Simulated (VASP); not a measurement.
A run of VASP 6.6.1 is set up as follows.

INCAR

```
PREC = Accurate
ENCUT = 520
EDIFF = 1E-6
ISMEAR = 0
SIGMA = 0.1
LREAL = F
LASPH = T
NELM = 80
ALGO = Normal
ISIF = 2
LWAVE = F
LCHARG = F
GGA = PE
NBANDS = 30
```

The input KPOINTS:

```
Automatic mesh
0
Gamma
  4 4 4
```

Contents of POSCAR:

```
BPd4
1.0
    4.6152548200      0.0000000000      0.0000000000
    0.0000000000      4.6152548200      0.0000000000
    0.0000000000      0.0000000000      3.8225182500
B Pd
1 4
Direct
    0.5000000000      0.5000000000      0.0000000000
    0.2950103500      0.0000000000      0.5000000000
    0.7049896500      0.0000000000      0.5000000000
    0.0000000000      0.2950103500      0.5000000000
    0.0000000000      0.7049896500      0.5000000000
```

Potentials or basis: VASP PAW PBE potentials, release 64 (B, Pd).

Run with:

```bash
$ cat potpaw_PBE.64/B/POTCAR potpaw_PBE.64/Pd/POTCAR > POTCAR
$ mpirun -np 1 vasp_std > vasp.out
```

Problem. Predict the largest force.

Solution. 7.668 eV/Å.

Problem. What does it give for the pressure?

Solution. 121.0 GPa.

Forces on the atoms (eV/Å):
```
B    0.000  0.000  0.000
Pd   7.668  0.000  0.000
Pd  -7.668  0.000  0.000
Pd   0.000  7.668  0.000
Pd   0.000 -7.668  0.000
```

Caveat: the k points lie up to 0.41 Å⁻¹ apart; forces of over 1 eV/Å act on the atoms, so gaps and moduli don't describe the material at rest.
